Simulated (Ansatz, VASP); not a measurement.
## Two plane-wave programs on SnO2

```
Sn O
1.0
     4.82652    0.00000    0.00000
     0.00000    4.82837    0.00000
     0.00000    0.00000    3.23817
Sn O
2 4
Cartesian
  2.3574 2.3583 1.5222
  -0.0559 -0.0559 -0.0969
  1.4793 1.4807 0.0000
  3.8926 0.9335 1.6191
  0.9339 3.8949 1.6191
  3.3472 3.3477 0.0000
```

Change from the starting cell: all Sn atoms moved +0.125 Å, as atom 1 towards its neighbour atom 3 (O) at 2.089 Å.

Alike in both runs: task single point; functional PBE; k mesh 6 × 6 × 8; occupations gaussian, width 0.05 eV; no spin polarisation.

```csv
,VASP,Ansatz
version,VASP 6.6.1,Ansatz 0.2.0
potentials or method,"VASP PAW PBE potentials, release 64 (Sn_d, O), cutoff 520 eV","scalar-relativistic, plane waves, PAW"
valence electrons in the cell,52,52
```

|  | VASP | Ansatz | Ansatz less VASP |
| --- | --- | --- | --- |
| gap on the k mesh at the Fermi level (eV) | 0.68 | 0.70 | +0.014 |
| least direct gap on the mesh (eV) | 0.68 | 0.70 | +0.014 |
| pressure (GPa) | 2.4 | 1.9 | -0.55 |
| traceless stress, the component that is largest in VASP (GPa) | 0.86 | 0.68 | -0.185 |
| rms of the force components (eV/Å) | 0.889 | 0.869 | -0.0206 |

Atom by atom the forces differ by 0.022 eV/Å (rms over components). With one functional, cell and mesh, what is left measures potentials, basis and numerics.
